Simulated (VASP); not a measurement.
Input of a VASP 6.6.1 run:

The input INCAR:

```
PREC = Accurate
ENCUT = 520
EDIFF = 1E-7
ISMEAR = 0
SIGMA = 0.1
LREAL = F
LASPH = T
NELM = 100
ALGO = Fast
ISIF = 2
LWAVE = F
LCHARG = F
GGA = RP
NBANDS = 14
```

File KPOINTS:

```
regular mesh
0
Gamma
  9 9 9
```

Contents of POSCAR:

```
Bi
1.0
   -1.9814305318      1.9814305318      1.9814305318
    1.9814305318     -1.9814305318      1.9814305318
    1.9814305318      1.9814305318     -1.9814305318
Bi
1
Direct
    0.0000000000      0.0000000000      0.0000000000
```

Potentials or basis: VASP PAW PBE potentials, release 64 (Bi_d).

Command:

```console
$ cat potpaw_PBE.64/Bi_d/POTCAR > POTCAR
$ mpirun -np 1 vasp_std > vasp.out
```

(1) What does it give for the pressure?

Answers

(1) 2.2 GPa.

Caveat: the PAW data sets were made with another functional, which shifts forces and pressure a little.
